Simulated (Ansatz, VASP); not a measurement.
## MnS in VASP and in Ansatz

```xyz
2
Lattice="0.0000 2.4735 2.4735 2.4735 0.0000 2.4735 2.4735 2.4735 0.0000" Properties=species:S:1:pos:R:3 pbc="T T T"
Mn    0.0000    0.0000    0.0000
S     3.7102    3.7102    3.7102
```

Alike in both runs: task single point; functional PBE; k mesh 4 × 4 × 4; occupations fermi-dirac, width 0.05 eV; collinear spin.

```csv
,VASP,Ansatz
version,VASP 6.6.1,Ansatz 0.2.0
potentials or method,"VASP PAW PBE potentials, release 64 (Mn_pv, S)",Ansatz PAW
plane-wave cutoff (eV),520,420
valence electrons in the cell,19,21
```

VASP gave:

| Property | Result |
| --- | --- |
| gap on the k mesh at the Fermi level (eV) | none |
| pressure (GPa) | 25.3 |
| net moment per atom (μB) | 1.60 |
| size of the moment on the site where the two differ most (μB) | 2.92 |

**Question.** Which values does Ansatz return?

**Answer.** gap on the k mesh at the Fermi level (eV): none; pressure (GPa): 2.9; net moment per atom (μB): 0.09; size of the moment on the site where the two differ most (μB): 0.17.

The net moments are unlike, so the other rows may belong to different states. Site moments also hang on the region over which each program counts them. A gap of «none» marks a metal or a gap that the smearing closes. VASP's potentials hold 19 valence electrons a cell and Ansatz's 21, so a difference there can come from the potentials and not from the codes.

The k mesh is coarse, so the values compare programs but aren't converged.
